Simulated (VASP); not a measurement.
A run of VASP 6.6.1:

The input INCAR:

```
PREC = Accurate ; ENCUT = 520
EDIFF = 1E-6 ; ISMEAR = 0
SIGMA = 0.1 ; LREAL = False
LASPH = True ; NELM = 80
ALGO = Normal ; ISIF = 2
LWAVE = False ; LCHARG = True
LDIPOL = True ; IDIPOL = 3
DIPOL = 0.5 0.5 0.300 ; GGA = PE
IVDW = 12 ; LELF = True
LVHAR = True ; LVACPOTAV = True
NBANDS = 98
```

The input KPOINTS:

```
Automatic mesh
0
Gamma
  5 5 1
```

Contents of POSCAR:

```
SiW12
1.0
    5.6644156868      0.0000000000      0.0000000000
    0.0000000000      5.6644156868      0.0000000000
    0.0000000000      0.0000000000     21.1500668291
W Si
12 1
Direct
    0.2500000000      0.2500000000      0.1891246979
    0.2500000000      0.7500000000      0.1891246979
    0.7500000000      0.2500000000      0.1891246979
    0.7500000000      0.7500000000      0.1891246979
    0.0000000000      0.0000000000      0.2848852803
    0.0000000000      0.5000000000      0.2848852803
    0.5000000000      0.0000000000      0.2848852803
    0.5000000000      0.5000000000      0.2848852803
    0.2500000000      0.2500000000      0.3806166143
    0.2500000000      0.7500000000      0.3806166143
    0.7500000000      0.2500000000      0.3806166143
    0.7500000000      0.7500000000      0.3806166143
    0.3333333333      0.5000000000      0.4846351982
```

Potentials or basis: VASP PAW PBE potentials, release 64 (W_sv, Si).

Command:

```sh
$ cat potpaw_PBE.64/W_sv/POTCAR potpaw_PBE.64/Si/POTCAR > POTCAR
$ mpirun -np 1 vasp_std > vasp.out
```

Hardware: 1 thread of Intel(R) Xeon(R) Platinum 8488C (Sapphire Rapids) (shared host).

Problem. How long does it take, and how much memory?

Solution. Run time: 50 min on 1 thread of Intel(R) Xeon(R) Platinum 8488C (Sapphire Rapids), on a shared host, peak memory 0.81 GiB. Counts: scf iterations 36, k points 9.
